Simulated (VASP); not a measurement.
# MnS (P6_3mc) in VASP: further runs

Runs on MnS. Level: PBE+U. Tasks: single point.

All numbers are computed with VASP 6.6.1; they aren't measurements. Logs are shortened: lines on timing, memory, paths and dates and some standing lists are left out, and cuts for length are marked.

## 1. The cell of the first run

The structure is hexagonal, space group P6_3mc (No. 186). Conventional cell: a = 3.976 Å, b = 3.976 Å, c = 6.432 Å, α = 90.00°, β = 90.00°, γ = 120.00°. Mn (site symmetry 3m) has 4 S at 2.41 to 2.48 Å within 3.2 Å. S (site symmetry 3m) has 4 Mn at 2.41 to 2.48 Å within 3.2 Å.

## 2. Single point, PBE+U, collinear spin, ferromagnetic start

INCAR

```
SYSTEM = MnS
PREC = Accurate
ENCUT = 520
EDIFF = 1E-7
ISMEAR = 0
SIGMA = 0.05
LREAL = .FALSE.
LASPH = .TRUE.
NELM = 150
ALGO = Normal
ISIF = 2
LWAVE = .FALSE.
LCHARG = .FALSE.
ISPIN = 2
MAGMOM = 4.86 4.86 0.26 0.26
LORBIT = 11
NUPDOWN = 11.0
LMAXMIX = 4
LDAU = .TRUE.
LDAUTYPE = 2
LDAUL = 2 -1
LDAUU = 5 0
LDAUJ = 0 0
LDAUPRINT = 1
GGA = PE
NBANDS = 31
```

KPOINTS

```
regular mesh
0
G
  6 6 3
  0 0 0
```

POSCAR

```
MnS
1.0
    3.9760016100      0.0000000000      0.0000000000
   -1.9880008000      3.4433184000      0.0000000000
    0.0000000000      0.0000000000      6.4320005000
Mn S
2 2
Direct
    0.3333333333      0.6666666667      0.0000000000
    0.6666666667      0.3333333333      0.5000000000
    0.3333333333      0.6666666667      0.3850000000
    0.6666666667      0.3333333333      0.8850000000
```

Potentials or basis: VASP PAW PBE potentials, release 64 (Mn_pv, S).

On the command line:

```
cat potpaw_PBE.64/Mn_pv/POTCAR potpaw_PBE.64/S/POTCAR > POTCAR
mpirun -np 1 vasp_std > vasp.out
```

OUTCAR:

```text
SYSTEM = MnS
   PREC = Accurate
   ENCUT = 520
   EDIFF = 1E-7
   ISMEAR = 0
   LREAL = .FALSE.
   LASPH = .TRUE.
   NELM = 150
   ISIF = 2
   ISPIN = 2
   LORBIT = 11
   NUPDOWN = 11.0
   GGA = PE

 ion  position               nearest neighbor table
   1  0.333  0.667  0.000-   4 2.41   4 2.41   4 2.41   3 2.48
   2  0.667  0.333  0.500-   3 2.41   3 2.41   3 2.41   4 2.48
   3  0.333  0.667  0.385-   2 2.41   2 2.41   2 2.41   1 2.48
   4  0.667  0.333  0.885-   1 2.41   1 2.41   1 2.41   2 2.48

  LATTYP: Found a hexagonal cell.
 ALAT       =     3.9760016100
 C/A-ratio  =     1.6177057081

  Lattice vectors:

 A1 = (   3.9760016100,   0.0000000000,   0.0000000000)
 A2 = (  -1.9880008000,   3.4433184000,   0.0000000000)
 A3 = (   0.0000000000,   0.0000000000,   6.4320005000)

Analysis of symmetry for initial positions (statically):
=====================================================================
 Subroutine PRICEL returns:
 Original cell was already a primitive cell.

 Routine SETGRP: Setting up the symmetry group for a
 hexagonal supercell.

 Subroutine GETGRP returns: Found 12 space group operations
 (whereof  6 operations were pure point group operations)
 out of a pool of 24 trial point group operations.

The static configuration has the point symmetry C_3v.
 The point group associated with its full space group is C_6v.

Analysis of symmetry for dynamics (positions and initial velocities):
=====================================================================
 Subroutine PRICEL returns:
 Original cell was already a primitive cell.

 Routine SETGRP: Setting up the symmetry group for a
 hexagonal supercell.

 Subroutine GETGRP returns: Found 12 space group operations
 (whereof  6 operations were pure point group operations)
 out of a pool of 24 trial point group operations.

The dynamic configuration has the point symmetry C_3v.
 The point group associated with its full space group is C_6v.

Analysis of structural, dynamic, and magnetic symmetry:
=====================================================================
 Subroutine PRICEL returns:
 Original cell was already a primitive cell.

 Routine SETGRP: Setting up the symmetry group for a
 hexagonal supercell.

 Subroutine GETGRP returns: Found 12 space group operations
[... 202 lines left out ...]
  o =  0.9450  v =  0.6369  0.3287  0.0000 -0.3457 -0.6056  0.0000  0.0000  0.0000  0.0000  0.0000      0.0000  0.0000  0.0000  0.0000  0.0000  0.0000  0.0000  0.0000  0.0000  0.0000
  o =  0.9450  v =  0.6056 -0.3457  0.0000 -0.3287  0.6369  0.0000  0.0000  0.0000  0.0000  0.0000      0.0000  0.0000  0.0000  0.0000  0.0000  0.0000  0.0000  0.0000  0.0000  0.0000
  o =  0.9463  v = -0.0000 -0.0000  1.0000  0.0000  0.0000  0.0000  0.0000  0.0000  0.0000  0.0000      0.0000  0.0000  0.0000  0.0000  0.0000  0.0000  0.0000  0.0000  0.0000  0.0000

 number of electron      37.9999996 magnetization      10.9999814

 Free energy of the ion-electron system (eV)
  ---------------------------------------------------
  ext. energy  EPLUGINS =         0.00000000
  ---------------------------------------------------
  free energy    TOTEN  =       -22.66218266 eV

  energy without entropy =      -22.65331922  energy(sigma->0) =      -22.65775094

 E-fermi :   1.6693     XC(G=0):  -9.3560

 val. band max:        7.5896966878   @ k =   0.5000   0.0000   0.0000
 cond. band min:       1.6708422126   @ k =   0.1667   0.0000   0.0000
 fundamental gap:     -5.9188544752
 Fermi energy:         7.5909497358

 spin component 1

 k-point     1 :       0.0000    0.0000    0.0000
  band No.  band energies     occupation
      1     -46.5086      1.00000
      2     -46.5054      1.00000
      3     -46.4703      1.00000
      4     -46.4703      1.00000
      5     -46.4697      1.00000
      6     -46.4697      1.00000
[... 465 lines left out ...]
     30      10.6931      0.00000
     31      12.6690      0.00000
 Fermi energy:         1.6693307908

 spin component 2

 k-point     1 :       0.0000    0.0000    0.0000
  band No.  band energies     occupation
      1     -41.5713      1.00000
      2     -41.5666      1.00000
      3     -41.5480      1.00000
      4     -41.5480      1.00000
      5     -41.5472      1.00000
      6     -41.5472      1.00000
[... 465 lines left out ...]
     30      12.1557      0.00000
     31      14.1892      0.00000

------------------------ aborting loop because EDIFF is reached ----------------------------------------

  FORCE on cell =-STRESS in cart. coord.  units (eV):
  Direction    XX          YY          ZZ          XY          YZ          ZX
  --------------------------------------------------------------------------------------
  -------------------------------------------------------------------------------------
  Total        6.2993780      6.2993780      4.2454778      0.0000000      0.0000000      0.0000000
  in kB      114.6142052    114.6142053     77.2444622      0.0000002      0.0000000      0.0000000
  external PRESSURE =     102.1576242 kB  Pullay stress =       0.0000000 kB

 VOLUME and BASIS-vectors are now :
 -----------------------------------------------------------------------------
  energy-cutoff  :      520.00
  volume of cell :       88.06
      direct lattice vectors                 reciprocal lattice vectors
     3.976001610  0.000000000  0.000000000     0.251508952  0.145208761  0.000000000
    -1.988000800  3.443318400  0.000000000     0.000000000  0.290417523  0.000000000
     0.000000000  0.000000000  6.432000500     0.000000000  0.000000000  0.155472625

 POSITION                                       TOTAL-FORCE (eV/Angst)
 -----------------------------------------------------------------------------------
      0.00000      2.29555      0.00000         0.000000     -0.000000      0.064070
      1.98800      1.14777      3.21600        -0.000000      0.000000      0.064070
      0.00000      2.29555      2.47632        -0.000000     -0.000000     -0.064070
      1.98800      1.14777      5.69232         0.000000     -0.000000     -0.064070
 -----------------------------------------------------------------------------------
    total drift:                               -0.000001     -0.000000      0.000172

  FREE ENERGIE OF THE ION-ELECTRON SYSTEM (eV)
  ---------------------------------------------------
  free  energy   TOTEN  =       -22.6621826610 eV

  energy  without entropy=      -22.6533192216  energy(sigma->0) =      -22.65775094

 total charge

# of ion       s       p       d       tot
------------------------------------------
    1        0.284   6.220   4.854  11.358
    2        0.284   6.220   4.854  11.358
    3        1.346   2.432   0.000   3.778
    4        1.346   2.432   0.000   3.778
--------------------------------------------------
tot          3.261  17.303   9.709  30.273

 magnetization (x)

# of ion       s       p       d       tot
------------------------------------------
    1        0.070   0.075   4.537   4.682
    2        0.070   0.075   4.537   4.682
    3        0.036   0.156   0.000   0.193
    4        0.036   0.156   0.000   0.193
--------------------------------------------------
tot          0.212   0.462   9.074   9.749
```

Wall time 39 s (1 thread of AMD EPYC 9R45 (Zen 5), shared host); peak memory 0.22 GiB.

What came out:

```
Free energy                                           : -22.6622 eV
Pressure                                              : 10.2 GPa
Largest force                                         : 0.064 eV/Å
Net moment                                            : 11.00 μB per cell
Site moments                                          : Mn +4.68; S +0.19 μB
Valence electrons inside the program's atomic spheres : Mn 11.36; S 3.78
```

Forces in eV/Å, atoms in the order of the input:
```
Mn   0.000  0.000  0.064
Mn   0.000  0.000  0.064
S    0.000  0.000 -0.064
S    0.000  0.000 -0.064
```

Stress tensor (GPa, compression positive):
```
11.46  0.00  0.00
 0.00 11.46  0.00
 0.00  0.00  7.72
```

Eigenvalues of the final occupation matrices:
| site | spin | trace | eigenvalues |
| --- | --- | --- | --- |
| site 1 d | 1 | 4.71 | 0.94 0.94 0.94 0.94 0.95 |
| site 1 d | 2 | 0.16 | 0.01 0.01 0.04 0.05 0.05 |
| site 2 d | 1 | 4.71 | 0.94 0.94 0.94 0.94 0.95 |
| site 2 d | 2 | 0.16 | 0.01 0.01 0.04 0.05 0.05 |

Caveat: the total moment is fixed, so each spin has its own Fermi level; only a ferromagnetic start was run, and an antiferromagnetic order may lie lower in energy.

## 3. Single point, PBE+U, collinear spin, ferromagnetic start

INCAR

```
ALGO = Normal
EDIFF = 1E-7
ENCUT = 520
GGA = PE
ISIF = 2
ISMEAR = 0
ISPIN = 2
LASPH = True
LCHARG = False
LDAU = True
LDAUJ = 0 0
LDAUL = 2 -1
LDAUPRINT = 1
LDAUTYPE = 2
LDAUU = 5 0
LMAXMIX = 4
LORBIT = 11
LREAL = False
LWAVE = False
MAGMOM = 4.37 4.37 0.04 0.04
NBANDS = 31
NELM = 150
PREC = Accurate
SIGMA = 0.05
```

KPOINTS

```
k-points
0
Gamma
  6 6 3
```

POSCAR is that of step 2.

Potentials or basis: VASP PAW PBE potentials, release 64 (Mn_pv, S).

On the command line:

```
cat potpaw_PBE.64/Mn_pv/POTCAR potpaw_PBE.64/S/POTCAR > POTCAR
mpirun -np 1 vasp_std > vasp.out
```

It took 37 s on 1 thread of AMD EPYC 9R45 (Zen 5), shared host; peak memory 0.22 GiB.

It converged, with:

| Item | Value |
| --- | --- |
| Free energy | -25.3897 eV |
| Pressure | 5.8 GPa |
| Largest force | 0.234 eV/Å |
| Band gap on the k mesh | 1.58 eV, direct |
| Net moment | 10.00 μB per cell |
| Site moments | Mn +4.61; S +0.02 μB |
| Valence electrons inside the program's atomic spheres | Mn 11.36; S 3.81 |

Forces in eV/Å, atoms in the order of the input:
```
Mn   0.000  0.000  0.234
Mn   0.000  0.000  0.234
S    0.000  0.000 -0.234
S    0.000  0.000 -0.234
```

Stress tensor (GPa, compression positive):
```
6.72 0.00 0.00
0.00 6.72 0.00
0.00 0.00 3.95
```

Levels at points of the mesh, in eV from the valence-band top:
Spin up:
| k point | band 20 | band 21 | band 22 | band 23 | band 24 | band 25 | band 26 | band 27 | band 28 | band 29 |
| --- | --- | --- | --- | --- | --- | --- | --- | --- | --- | --- |
| (0.00, 0.00, 0.00) | -0.87 | -0.87 | -0.13 | 0.00 | 0.00 | 1.58 | 3.07 | 6.18 | 6.18 | 6.61 |
| (0.50, 0.00, 0.00) | -3.73 | -3.05 | -2.37 | -1.52 | -1.02 | 3.72 | 4.08 | 4.58 | 6.72 | 6.85 |
Spin down:
```csv
k point,band 11,band 12,band 13,band 14,band 15,band 16,band 17,band 18
"(0.00, 0.00, 0.00)",-2.51,-2.37,-2.37,-2.18,2.46,2.94,2.94,3.04
"(0.50, 0.00, 0.00)",-3.39,-2.79,-2.64,-2.38,1.89,2.27,2.86,3.21
```

Eigenvalues of the final occupation matrices:
| site | spin | trace | eigenvalues |
| --- | --- | --- | --- |
| site 1 d | 1 | 4.71 | 0.94 0.94 0.94 0.94 0.95 |
| site 1 d | 2 | 0.19 | 0.01 0.01 0.05 0.05 0.05 |
| site 2 d | 1 | 4.71 | 0.94 0.94 0.94 0.94 0.95 |
| site 2 d | 2 | 0.19 | 0.01 0.01 0.05 0.05 0.05 |

Caveat: only a ferromagnetic start was run, and an antiferromagnetic order may lie lower in energy. The state reached can hang on the start; a lower one may exist.

## 4. Single point, PBE+U, collinear spin, ferromagnetic start

INCAR

```
PREC = Accurate
ENCUT = 520
EDIFF = 1E-6
ISMEAR = 0
SIGMA = 0.05
LREAL = F
LASPH = T
NELM = 150
ALGO = Normal
ISIF = 2
LWAVE = F
LCHARG = F
ISPIN = 2
MAGMOM = 1.25 1.25 0 0
LORBIT = 11
NUPDOWN = 2.5
LMAXMIX = 4
LDAU = T
LDAUTYPE = 2
LDAUL = 2 -1
LDAUU = 5 0
LDAUJ = 0 0
LDAUPRINT = 1
GGA = PE
NBANDS = 31
```

KPOINTS

```
regular mesh
0
Gamma
  6 6 3
```

POSCAR is that of step 3.

On the command line:

```
cat potpaw_PBE.64/Mn_pv/POTCAR potpaw_PBE.64/S/POTCAR > POTCAR
mpirun -np 1 vasp_std > vasp.out
```

It took 82 s on 1 thread of AMD EPYC 9R45 (Zen 5), shared host; peak memory 0.23 GiB.

Results (log left out):

| Property | Result |
| --- | --- |
| Free energy | -19.8927 eV |
| Pressure | 0.0 GPa |
| Largest force | 0.179 eV/Å |
| Net moment | 2.50 μB per cell |
| Site moments | Mn +1.14; S +0.02 μB |
| Valence electrons inside the program's atomic spheres | Mn 11.40; S 3.76 |

Forces in eV/Å, atoms in the order of the input:
```
Mn   0.000  0.000  0.179
Mn   0.000  0.000  0.179
S    0.000  0.000 -0.179
S    0.000  0.000 -0.179
```

Stress tensor (GPa, compression positive):
```
-0.24  0.00  0.00
 0.00 -0.24  0.00
 0.00  0.00  0.46
```

Eigenvalues of the final occupation matrices:
```
    site  spin  trace               eigenvalues
site 1 d     1   3.04  0.12 0.12 0.93 0.93 0.93
site 1 d     2   1.92  0.03 0.03 0.06 0.90 0.90
site 2 d     1   3.04  0.12 0.12 0.93 0.93 0.93
site 2 d     2   1.92  0.03 0.03 0.06 0.90 0.90
```

Caveat: the total moment is fixed, so each spin has its own Fermi level; only a ferromagnetic start was run, and an antiferromagnetic order may lie lower in energy. The state reached can hang on the start; a lower one may exist.

## 5. Single point, PBE+U, collinear spin, ferromagnetic start

INCAR

```
SYSTEM = MnS
ALGO = Normal
EDIFF = 1E-6
ENCUT = 520
GGA = PE
ISIF = 2
ISMEAR = 0
ISPIN = 2
LASPH = .True.
LCHARG = .True.
LDAU = .True.
LDAUJ = 0 0
LDAUL = 2 -1
LDAUPRINT = 1
LDAUTYPE = 2
LDAUU = 5 0
LELF = .True.
LMAXMIX = 4
LORBIT = 11
LREAL = .False.
LVHAR = .True.
LWAVE = .False.
MAGMOM = 5 5 0 0
NBANDS = 31
NELM = 150
PREC = Accurate
SIGMA = 0.05
```

KPOINTS

```
k-points
0
Gamma
  6 6 3
  0 0 0
```

POSCAR is that of step 4.

On the command line:

```
cat potpaw_PBE.64/Mn_pv/POTCAR potpaw_PBE.64/S/POTCAR > POTCAR
mpirun -np 1 vasp_std > vasp.out
```

It took 37 s on 1 thread of AMD EPYC 9R45 (Zen 5), shared host; peak memory 0.22 GiB.

The run converged. Its results:

```yaml
Free_energy: -25.3897 eV
Pressure: 5.8 GPa
Largest_force: 0.234 eV/Å
Band_gap_on_the_k_mesh: 1.58 eV, direct
Net_moment: 10.00 μB per cell
Site_moments: Mn +4.61; S +0.02 μB
Valence_electrons_inside_the_program's_atomic_spheres: Mn 11.36; S 3.81
```

Forces on the atoms (eV/Å):
```
Mn   0.000  0.000  0.234
Mn   0.000  0.000  0.234
S    0.000  0.000 -0.234
S    0.000  0.000 -0.234
```

Stress tensor (GPa, compression positive):
```
6.73 0.00 0.00
0.00 6.73 0.00
0.00 0.00 3.96
```

Levels at points of the mesh, in eV from the valence-band top:
Spin up:
```tsv
k point	band 20	band 21	band 22	band 23	band 24	band 25	band 26	band 27	band 28	band 29
(0.00, 0.00, 0.00)	-0.87	-0.87	-0.13	0.00	0.00	1.58	3.07	6.18	6.18	6.61
(0.50, 0.00, 0.00)	-3.73	-3.05	-2.37	-1.52	-1.02	3.72	4.08	4.57	6.72	6.85
```
Spin down:
```tsv
k point	band 10	band 11	band 12	band 13	band 14	band 15	band 16	band 17	band 18	band 19
(0.00, 0.00, 0.00)	-2.51	-2.51	-2.37	-2.37	-2.18	2.46	2.94	2.94	3.04	3.65
(0.50, 0.00, 0.00)	-4.01	-3.39	-2.79	-2.64	-2.38	1.89	2.27	2.86	3.21	3.31
```

Eigenvalues of the final occupation matrices:
| site | spin | trace | eigenvalues |
| --- | --- | --- | --- |
| site 1 d | 1 | 4.71 | 0.94 0.94 0.94 0.94 0.95 |
| site 1 d | 2 | 0.19 | 0.01 0.01 0.05 0.05 0.05 |
| site 2 d | 1 | 4.71 | 0.94 0.94 0.94 0.94 0.95 |
| site 2 d | 2 | 0.19 | 0.01 0.01 0.05 0.05 0.05 |

Caveat: only a ferromagnetic start was run, and an antiferromagnetic order may lie lower in energy. The state reached can hang on the start; a lower one may exist.

[end of part 1 of 2]
